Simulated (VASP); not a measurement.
# TiSi16 (a cell with a defect) in VASP: a series of runs

Runs on TiSi16 (a cell with a defect). Level: PBE. Tasks: single point.

Program: VASP 6.6.1. These are calculated values, not measurements. Logs are shortened: lines on timing, memory, paths and dates and some standing lists are left out, and cuts for length are marked.

## 1. The cell of the first run

The cell holds a defect, 17 atoms: a = 7.679 Å, b = 7.679 Å, c = 7.679 Å, α = 60.00°, β = 60.00°, γ = 60.00°.

## 2. Single point, PBE

INCAR reads:

```
SYSTEM = TiSi16
  PREC = Accurate
  ENCUT = 520
  EDIFF = 1E-7
  ISMEAR = 0
  SIGMA = 0.02
  LREAL = Auto
  LASPH = .True.
  NELM = 100
  ALGO = Normal
  ISIF = 2
  LWAVE = .False.
  LCHARG = .True.
  GGA = PE
  LELF = .True.
  LVHAR = .True.
  NBANDS = 52
```

KPOINTS reads:

```
regular mesh
0
Gamma
  2 2 2
  0 0 0
```

POSCAR reads:

```
TiSi16
1.0
    0.0000000000      5.4300000000      5.4300000000
    5.4300000000      0.0000000000      5.4300000000
    5.4300000000      5.4300000000      0.0000000000
Si Ti
16 1
Direct
   -0.0049102210     -0.0014628913      0.0134989871
    0.1109605893      0.1112130755      0.1559198895
    0.0157352670      0.0159212707      0.5158599448
    0.1389030387      0.1421297422      0.6426214549
   -0.0359983425      0.5100629834      0.0105511971
    0.1046111418      0.6252569982      0.1259382136
   -0.0047689687      0.5130420810      0.4991251381
    0.1109972376      0.6559064457      0.6114265193
    0.5093275322     -0.0322174033      0.0131768877
    0.6212845304      0.1122871087      0.1272731123
    0.5106860037      0.0004642726      0.5006460405
    0.6547625230      0.1147636280      0.6139929098
    0.4759598527      0.4829141805     -0.0168276243
    0.6027967772      0.6081083794      0.1075912523
    0.5095336096      0.5135881215      0.4672185083
    0.6214037753      0.6269533149      0.6124840700
    0.3106488029      0.3131526703      0.8128620626
```

Potentials or basis: VASP PAW PBE potentials, release 64 (Si, Ti_sv).

On the command line:

```sh
cat potpaw_PBE.64/Si/POTCAR potpaw_PBE.64/Ti_sv/POTCAR > POTCAR
mpirun -np 1 vasp_std > vasp.out
```

OUTCAR:

```text
SYSTEM = TiSi16
   PREC = Accurate
   ENCUT = 520
   EDIFF = 1E-7
   ISMEAR = 0
   LREAL = Auto
   LASPH = .True.
   NELM = 100
   ISIF = 2
   GGA = PE

 ion  position               nearest neighbor table
   1  0.995  0.999  0.013-   2 2.33   4 2.34   6 2.35  10 2.35
   2  0.111  0.111  0.156-   3 2.28   1 2.33  17 2.44   9 2.50   5 2.51
   3  0.016  0.016  0.516-   2 2.28   8 2.28  12 2.28   4 2.36
   4  0.139  0.142  0.643-   1 2.34   7 2.34  11 2.34   3 2.36
   5  0.964  0.510  0.011-  14 2.29   6 2.33  17 2.43   2 2.51   8 2.51
   6  0.105  0.625  0.126-   5 2.33  13 2.34   7 2.35   1 2.35
   7  0.995  0.513  0.499-   8 2.33   4 2.34   6 2.35  16 2.35
   8  0.111  0.656  0.611-   3 2.28   7 2.33  17 2.44  15 2.50   5 2.51
   9  0.509  0.968  0.013-  14 2.28  10 2.33  17 2.44   2 2.50  12 2.51
  10  0.621  0.112  0.127-   9 2.33  13 2.34  11 2.35   1 2.35
  11  0.511  0.000  0.501-  12 2.33   4 2.34  10 2.35  16 2.35
  12  0.655  0.115  0.614-   3 2.28  11 2.33  17 2.43  15 2.51   9 2.51
  13  0.476  0.483  0.983-  10 2.34  16 2.34   6 2.34  14 2.36
  14  0.603  0.608  0.108-  15 2.28   9 2.28   5 2.29  13 2.36
  15  0.510  0.514  0.467-  14 2.28  16 2.33  17 2.44   8 2.50  12 2.51
  16  0.621  0.627  0.612-  15 2.33  13 2.34   7 2.35  11 2.35
  17  0.311  0.313  0.813-  12 2.43   5 2.43   8 2.44   9 2.44   2 2.44  15 2.44

  LATTYP: Found a face centered cubic cell.
 ALAT       =    10.8600000000

  Lattice vectors:

 A1 = (   0.0000000000,   5.4300000000,   5.4300000000)
 A2 = (   5.4300000000,   0.0000000000,   5.4300000000)
 A3 = (   5.4300000000,   5.4300000000,   0.0000000000)

Analysis of symmetry for initial positions (statically):
=====================================================================
 Subroutine PRICEL returns:
 Original cell was already a primitive cell.

 Routine SETGRP: Setting up the symmetry group for a
 face centered cubic supercell.

 Subroutine GETGRP returns: Found  1 space group operations
 (whereof  1 operations were pure point group operations)
 out of a pool of 48 trial point group operations.

The static configuration has the point symmetry C_1 .

Analysis of symmetry for dynamics (positions and initial velocities):
=====================================================================
 Subroutine PRICEL returns:
 Original cell was already a primitive cell.

 Routine SETGRP: Setting up the symmetry group for a
 face centered cubic supercell.

 Subroutine GETGRP returns: Found  1 space group operations
 (whereof  1 operations were pure point group operations)
 out of a pool of 48 trial point group operations.

The dynamic configuration has the point symmetry C_1 .

 Subroutine INISYM returns: Found  1 space group operations
 (whereof  1 operations are pure point group operations),
 and found     1 'primitive' translations

----------------------------------------------------------------------------------------

                                     Primitive cell

  volume of cell :     320.2060

  direct lattice vectors                    reciprocal lattice vectors
     0.000000000  5.430000000  5.430000000    -0.092081031  0.092081031  0.092081031
     5.430000000  0.000000000  5.430000000     0.092081031 -0.092081031  0.092081031
     5.430000000  5.430000000  0.000000000     0.092081031  0.092081031 -0.092081031

  length of vectors
     7.679179644  7.679179644  7.679179644     0.159489025  0.159489025  0.159489025

  position of ions in fractional coordinates (direct lattice)
     0.995089779  0.998537109  0.013498987
     0.110960589  0.111213075  0.155919889
     0.015735267  0.015921271  0.515859945
     0.138903039  0.142129742  0.642621455
     0.964001657  0.510062983  0.010551197
     0.104611142  0.625256998  0.125938214
[... 9 lines left out ...]
     0.621403775  0.626953315  0.612484070
     0.310648803  0.313152670  0.812862063

  ion indices of the primitive-cell ions
   primitive index   ion index
                 1           1
                 2           2
                 3           3
                 4           4
                 5           5
                 6           6
[... 9 lines left out ...]
                16          16
                17          17

----------------------------------------------------------------------------------------

 KPOINTS: regular mesh

Automatic generation of k-mesh.
 Grid dimensions read from file:
 generate k-points for:    2    2    2

 Generating k-lattice:

  Cartesian coordinates                     Fractional coordinates (reciprocal lattice)
    -0.046040516  0.046040516  0.046040516     0.500000000  0.000000000  0.000000000
     0.046040516 -0.046040516  0.046040516     0.000000000  0.500000000  0.000000000
     0.046040516  0.046040516 -0.046040516     0.000000000  0.000000000  0.500000000

  Length of vectors
     0.079744512  0.079744512  0.079744512

  Shift w.r.t. Gamma in fractional coordinates (k-lattice)
     0.000000000  0.000000000  0.000000000

 Subroutine IBZKPT returns following result:
 ===========================================

 Found      8 irreducible k-points:

 Following reciprocal coordinates:
            Coordinates               Weight
  0.000000  0.000000  0.000000      1.000000
  0.500000  0.000000  0.000000      1.000000
  0.000000  0.500000  0.000000      1.000000
  0.000000  0.000000  0.500000      1.000000
  0.500000  0.500000  0.500000      1.000000
  0.500000  0.500000  0.000000      1.000000
  0.000000  0.500000  0.500000      1.000000
  0.500000  0.000000  0.500000      1.000000
   k-points           NKPTS =      8   k-points in BZ     NKDIM =      8   number of bands    NBANDS=     52
   number of dos      NEDOS =    301   number of ions     NIONS =     17
   total plane-waves  NPLWV = 216000
   dimension x,y,z NGX =    60 NGY =   60 NGZ =   60
   dimension x,y,z NGXF=   120 NGYF=  120 NGZF=  120
   ions per type =              16   1
   NGX,Y,Z   is equivalent  to a cutoff of  12.99, 12.99, 12.99 a.u.
   NGXF,Y,Z  is equivalent  to a cutoff of  25.98, 25.98, 25.98 a.u.
 SYSTEM =  TiSi16
   PREC   = accura    normal or accurate (medium, high low for compatibility)
   ISTART =      0    job   : 0-new  1-cont  2-samecut
   ICHARG =      2    charge: 1-file 2-atom 10-const
   ISPIN  =      1    spin polarized calculation?
   LNONCOLLINEAR =      F non collinear calculations
   LSORBIT =      F    spin-orbit coupling
   LASPH  =      T    aspherical Exc in radial PAW
   ENCUT  =  520.0 eV  38.22 Ry    6.18 a.u.  14.28 14.28 14.28*2*pi/ulx,y,z
   NELM   =    100;   NELMIN=  2; NELMDL= -5     # of ELM steps
   EDIFF  = 0.1E-06   stopping-criterion for ELM
   LREAL  =      T    real-space projection
   EDIFFG = 0.1E-05   stopping-criterion for IOM
   NSW    =      0    number of steps for IOM
   IBRION =     -1    ionic relax: 0-MD 1-quasi-New 2-CG
   NFREE  =      0    steps in history (QN), initial steepest desc. (CG)
   ISIF   =      2    stress and relaxation
   ISYM   =      2    0-nonsym 1-usesym 2-fastsym
   POTIM  = 0.5000    time-step for ionic-motion
   TEBEG  =    0.0;   TEEND  =   0.0 temperature during run
   PSTRESS=    0.0 pullay stress
   NELECT =      76.0000    total number of electrons
   NUPDOWN=      -1.0000    fix difference up-down
   EMIN   =  10.00;   EMAX   =-10.00  energy-range for DOS
   EFERMI =   0.00;   METHOD = LEGACY
   ISMEAR =     0;   SIGMA  =   0.02  broadening in eV -4-tet -1-fermi 0-gaus
   EFERMI_NEDOS =   21; number of points for ismear=-14 and -15
   IALGO  =     38    algorithm
   IMIX   =      4    mixing-type and parameters
     AMIX     =   0.40;   BMIX     =  1.00
     AMIX_MAG =   1.60;   BMIX_MAG =  1.00
  volume/ion in A,a.u.               =      18.84       127.11
  Fermi-wavevector in a.u.,A,eV,Ry     =   1.013607  1.915439 13.978610  1.027399
  Thomas-Fermi vector in A             =   2.146786
   LORBIT       =      0    0 simple, 1 ext, 2 COOP (PROOUT), +10 PAW based schemes
   GGA     = PE    functional components
   LHFCALC =     F    Hartree Fock is set to
   AEXX    =    0.0000 exact exchange contribution
   IVDW    =     0    specifies the selected vdW correction
   LEPSILON=     F    determine dielectric tensor
   LRPA    =     F    only Hartree local field effects (RPA)
 non-spin polarized calculation
 Gauss-broadening in eV      SIGMA  =   0.02
  energy-cutoff  :      520.00
  volume of cell :      320.21
 maximum number of plane-waves:      8646
 NGX is ok and might be reduce to    60
   NGX = 29   NGY = 29   NGZ = 29

 number of electron      76.0000002 magnetization

 Free energy of the ion-electron system (eV)
  ---------------------------------------------------
  ext. energy  EPLUGINS =         0.00000000
  ---------------------------------------------------
  free energy    TOTEN  =       -90.49390490 eV

  energy without entropy =      -90.48726709  energy(sigma->0) =      -90.49058600

 E-fermi :   6.8978     XC(G=0):  -9.7557

 val. band max:        6.8951904215   @ k =   0.5000   0.0000   0.0000
 cond. band min:       6.8997491104   @ k =   0.5000   0.5000   0.0000
 fundamental gap:      0.0045586889
 Fermi energy:         6.8978311760

 k-point     1 :       0.0000    0.0000    0.0000
  band No.  band energies     occupation
      1     -49.9510      2.00000
      2     -26.4228      2.00000
      3     -26.2707      2.00000
      4     -26.2593      2.00000
      5      -5.6551      2.00000
      6      -3.4421      2.00000
[... 42 lines left out ...]
     49       8.5026      0.00000
     50       8.9248      0.00000

 k-point     2 :       0.5000    0.0000    0.0000
  band No.  band energies     occupation
      1     -49.9510      2.00000
      2     -26.4228      2.00000
      3     -26.2707      2.00000
      4     -26.2593      2.00000
      5      -4.8512      2.00000
      6      -4.8275      2.00000
[... 42 lines left out ...]
     49       9.5744      0.00000
     50       9.8932      0.00000

 k-point     3 :       0.0000    0.5000    0.0000
  band No.  band energies     occupation
      1     -49.9510      2.00000
      2     -26.4228      2.00000
      3     -26.2707      2.00000
      4     -26.2593      2.00000
      5      -4.8555      2.00000
      6      -4.8234      2.00000
[... 42 lines left out ...]
     49       9.5447      0.00000
     50       9.8951      0.00000

 k-point     4 :       0.0000    0.0000    0.5000
  band No.  band energies     occupation
      1     -49.9510      2.00000
      2     -26.4228      2.00000
      3     -26.2707      2.00000
      4     -26.2593      2.00000
      5      -4.8568      2.00000
      6      -4.8221      2.00000
[... 42 lines left out ...]
     49       9.5436      0.00000
     50       9.8951      0.00000

 k-point     5 :       0.5000    0.5000    0.5000
  band No.  band energies     occupation
      1     -49.9510      2.00000
      2     -26.4228      2.00000
      3     -26.2707      2.00000
      4     -26.2593      2.00000
      5      -4.8734      2.00000
      6      -4.8245      2.00000
[... 42 lines left out ...]
     49       9.6416      0.00000
     50       9.8990      0.00000

 k-point     6 :       0.5000    0.5000    0.0000
  band No.  band energies     occupation
      1     -49.9510      2.00000
      2     -26.4228      2.00000
      3     -26.2707      2.00000
      4     -26.2593      2.00000
      5      -4.5733      2.00000
      6      -4.5478      2.00000
[... 42 lines left out ...]
     49       9.9641      0.00000
     50      10.4814      0.00000

 k-point     7 :       0.0000    0.5000    0.5000
  band No.  band energies     occupation
      1     -49.9510      2.00000
      2     -26.4228      2.00000
      3     -26.2707      2.00000
      4     -26.2593      2.00000
      5      -4.5670      2.00000
      6      -4.5540      2.00000
[... 42 lines left out ...]
     49       9.9768      0.00000
     50      10.4806      0.00000

 k-point     8 :       0.5000    0.0000    0.5000
  band No.  band energies     occupation
      1     -49.9510      2.00000
      2     -26.4228      2.00000
      3     -26.2707      2.00000
      4     -26.2593      2.00000
      5      -4.5724      2.00000
      6      -4.5488      2.00000
[... 42 lines left out ...]
     49       9.9622      0.00000
     50      10.4823      0.00000
 [bands above 50 left out]

------------------------ aborting loop because EDIFF is reached ----------------------------------------

  FORCE on cell =-STRESS in cart. coord.  units (eV):
  Direction    XX          YY          ZZ          XY          YZ          ZX
  --------------------------------------------------------------------------------------
  -------------------------------------------------------------------------------------
  Total       11.7670321     11.3494835     11.2670982     -1.8266909     -1.9681912     -1.8190666
  in kB       58.8773206     56.7880813     56.3758599     -9.1399993     -9.8480078     -9.1018504
  external PRESSURE =      57.3470873 kB  Pullay stress =       0.0000000 kB

 VOLUME and BASIS-vectors are now :
 -----------------------------------------------------------------------------
  energy-cutoff  :      520.00
  volume of cell :      320.21
      direct lattice vectors                 reciprocal lattice vectors
     0.000000000  5.430000000  5.430000000    -0.092081031  0.092081031  0.092081031
     5.430000000  0.000000000  5.430000000     0.092081031 -0.092081031  0.092081031
     5.430000000  5.430000000  0.000000000     0.092081031  0.092081031 -0.092081031

 POSITION                                       TOTAL-FORCE (eV/Angst)
 -----------------------------------------------------------------------------------
      5.49536      5.47664     10.82539        -0.000293     -0.008101     -0.003214
      1.45053      1.44916      1.20640         0.002480     -0.021992     -0.009051
      2.88757      2.88656      0.17189        -0.008231      0.012973      0.010706
      4.26120      4.24368      1.52601         0.000792     -0.006205     -0.004803
      2.82694      5.29182      8.00417        -0.012929     -0.032732     -0.029874
      4.07899      1.25188      3.96318         0.019052     -0.002469      0.000937
[... 9 lines left out ...]
      6.73015      6.70001      6.77858        -0.008629     -0.006147      0.009597
      6.11426      6.10066      3.38724         0.036349      0.065538      0.056627
 -----------------------------------------------------------------------------------
    total drift:                               -0.009586      0.010407      0.004534

  FREE ENERGIE OF THE ION-ELECTRON SYSTEM (eV)
  ---------------------------------------------------
  free  energy   TOTEN  =       -90.4939049049 eV

  energy  without entropy=      -90.4872670885  energy(sigma->0) =      -90.49058600
```

Run time: 5.1 min. Hardware: 1 thread of AMD EPYC 7R43 (Zen 3), shared host; peak memory 0.46 GiB.

Results:

```
Free energy            : -90.4939 eV
Pressure               : 5.7 GPa
Largest force          : 0.094 eV/Å
Band gap on the k mesh : zero (band 38 reaches 6.92 eV, above the bottom of band 39 at 6.71 eV)
```

Forces on the atoms (eV/Å):
```
Si   0.000 -0.008 -0.003
Si   0.002 -0.022 -0.009
Si  -0.008  0.013  0.011
Si   0.001 -0.006 -0.005
Si  -0.013 -0.033 -0.030
Si   0.019 -0.002  0.001
Si   0.001 -0.006 -0.008
Si   0.006 -0.018 -0.017
Si  -0.011 -0.010  0.003
Si  -0.012  0.007 -0.005
Si  -0.010  0.008  0.005
Si   0.004 -0.011 -0.017
Si  -0.006  0.024  0.027
Si   0.000  0.000 -0.001
Si  -0.002  0.004 -0.019
Si  -0.009 -0.006  0.010
Ti   0.036  0.066  0.057
```

Caveat: the k points lie up to 0.50 Å⁻¹ apart.

[end of part 1 of 2]
